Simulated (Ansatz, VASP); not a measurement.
## Pt: VASP beside Ansatz

```
CELL_PARAMETERS angstrom
-1.58422 1.58422 1.58422
1.58422 -1.58422 1.58422
1.58422 1.58422 -1.58422
ATOMIC_POSITIONS crystal
Pt 0.00000 0.00000 0.00000
```

Alike in both runs: task relaxation of cell and atoms; functional LDA; k mesh 8 × 8 × 8; occupations gaussian, width 0.1 eV; no spin polarisation.

|  | VASP | Ansatz |
| --- | --- | --- |
| version | VASP 6.6.1 | Ansatz 0.2.0 |
| potentials or method | VASP PAW LDA potentials, release 64 (Pt), cutoff 500 eV | scalar-relativistic, plane waves, PAW |
| valence electrons in the cell | 10 | 18 |

|  | VASP | Ansatz | Ansatz less VASP |
| --- | --- | --- | --- |
| gap on the k mesh at the Fermi level, each at its own relaxed structure (eV) | none | none | - |
| relaxed volume (Å³/atom) | 15.05 | 14.99 | -0.053 |
| relaxed cell length with the largest relative difference (Å) | 2.694 | 2.691 | -0.0032 |

Ansatz warns that its potentials were made for another functional, while VASP's fit it. LDA's correlation is that of Perdew and Zunger in VASP and of Perdew and Wang (1992) in Ansatz. A gap of «none» marks a metal or a gap that the smearing closes. VASP's potentials hold 10 valence electrons a cell and Ansatz's 18, so a difference there can come from the potentials and not from the codes.

Neither program's run includes spin-orbit coupling.
